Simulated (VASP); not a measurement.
Here is a VASP 6.6.1 calculation.

File INCAR:

```
SYSTEM = TeOs
  PREC = Accurate
  ENCUT = 520
  EDIFF = 1E-6
  ISMEAR = 0
  SIGMA = 0.1
  LREAL = .False.
  LASPH = .True.
  NELM = 80
  ALGO = Normal
  ISIF = 2
  LWAVE = .False.
  LCHARG = .False.
  GGA = PE
  NBANDS = 14
```

KPOINTS

```
regular mesh
0
Gamma
  6 6 6
  0 0 0
```

The input POSCAR:

```
TeOs
1.0
    3.3299713881      0.0000000000      0.0000000000
    0.0000000000      3.3299713881      0.0000000000
    0.0000000000      0.0000000000      3.3299713881
Te Os
1 1
Direct
    0.0000000000      0.0000000000      0.0000000000
    0.5000000000      0.5000000000      0.5000000000
```

Potentials or basis: VASP PAW PBE potentials, release 64 (Te, Os).

Command:

```sh
$ cat potpaw_PBE.64/Te/POTCAR potpaw_PBE.64/Os/POTCAR > POTCAR
$ mpirun -np 1 vasp_std > vasp.out
```

Question: Predict the band gap on the k mesh.

Answer: Zero (band 7 reaches 11.83 eV, above the bottom of band 8 at 9.69 eV).

Question: What does it give for the pressure?

Answer: -0.1 GPa.

Caveat: spin-orbit coupling is left out, which moves the levels of the heavy elements.
